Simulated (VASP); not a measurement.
Input of a VASP 6.6.1 run:

INCAR

```
ALGO     = Normal         # electronic algorithm
EDIFF    = 1E-6           # SCF threshold, eV
ENCUT    = 520            # plane-wave cutoff, eV
GGA      = PS             # functional
ISIF     = 2              # what is computed and relaxed
ISMEAR   = 0              # smearing method
LASPH    = True           # aspherical terms in the spheres
LCHARG   = False          # write CHGCAR
LREAL    = False          # projectors in reciprocal space
LWAVE    = False          # write WAVECAR
NBANDS   = 20             # bands
NELM     = 100            # most SCF steps
PREC     = Accurate       # precision mode
SIGMA    = 0.1            # smearing width, eV
```

File KPOINTS:

```
k-points
0
Gamma
  8 8 2
```

POSCAR

```
WS2
1.0
    3.1835160000      0.0000000000      0.0000000000
   -1.5917580000      2.7570060000      0.0000000000
    0.0000000000      0.0000000000     16.9505780000
W S
1 2
Direct
    0.3333333333      0.6666666667      0.0000000000
    0.6666666667      0.3333333333      0.9079990000
    0.6666666667      0.3333333333      0.0920010000
```

Potentials or basis: VASP PAW PBE potentials, release 64 (W_sv, S).

Run with:

```bash
$ cat potpaw_PBE.64/W_sv/POTCAR potpaw_PBE.64/S/POTCAR > POTCAR
$ mpirun -np 1 vasp_std > vasp.out
```

Q: Estimate the largest force.

A: 0.104 eV/Å.

Q: Predict the band gap on the k mesh.

A: 2.07 eV, indirect (least direct gap 2.25 eV).

Forces on the atoms (eV/Å):
```
W    0.000  0.000  0.000
S    0.000  0.000  0.104
S    0.000  0.000 -0.104
```

Caveat: the PAW data sets were made with another functional, which shifts forces and pressure a little; spin-orbit coupling is left out, which moves the levels of the heavy elements.
